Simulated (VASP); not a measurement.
A run of VASP 6.6.1 is set up as follows.

POSCAR

```
PbS
1.0
    0.0000000000      3.3009774917      3.3009774917
    3.3009774917      0.0000000000      3.3009774917
    3.3009774917      3.3009774917      0.0000000000
Pb S
1 1
Direct
    0.0000000000      0.0000000000      0.0000000000
    0.2500000000      0.2500000000      0.2500000000
```

Contents of INCAR.step1:

```
SYSTEM = PbS
  ALGO = Normal
  EDIFF = 1E-5
  ENCUT = 520
  GGA = PE
  ISIF = 2
  ISMEAR = 0
  LASPH = .TRUE.
  LREAL = .FALSE.
  LWAVE = .TRUE.
  NBANDS = 17
  NELM = 80
  PREC = Accurate
  SIGMA = 0.01
```

File INCAR.step2:

```
SYSTEM = PbS
  AEXX = 0.25
  ALGO = Normal
  EDIFF = 1E-7
  ENCUT = 520
  GGA = PE
  ISIF = 2
  ISMEAR = 0
  ISTART = 1
  LASPH = .TRUE.
  LCHARG = .TRUE.
  LELF = .TRUE.
  LHFCALC = .TRUE.
  LREAL = .FALSE.
  LVHAR = .TRUE.
  LWAVE = .FALSE.
  NBANDS = 17
  NELM = 80
  PREC = Accurate
  PRECFOCK = Normal
  SIGMA = 0.01
```

KPOINTS

```
k-points
0
G
  4 4 4
  0 0 0
```

Potentials or basis: VASP PAW PBE potentials, release 64 (Pb_d, S).

Command:

```console
$ cat potpaw_PBE.64/Pb_d/POTCAR potpaw_PBE.64/S/POTCAR > POTCAR
$ cp INCAR.step1 INCAR
$ mpirun -np 1 vasp_std > vasp.out
$ cp INCAR.step2 INCAR
$ mpirun -np 1 vasp_std > vasp.out
```

(1) Predict the pressure.

(2) Estimate the band gap on the k mesh.

## Answers

(1) -0.1 GPa.

(2) 1.97 eV (least direct gap 2.51 eV).

Caveat: the PAW data sets were made with another functional, which shifts forces and pressure a little; spin-orbit coupling is left out, which moves the levels of the heavy elements.
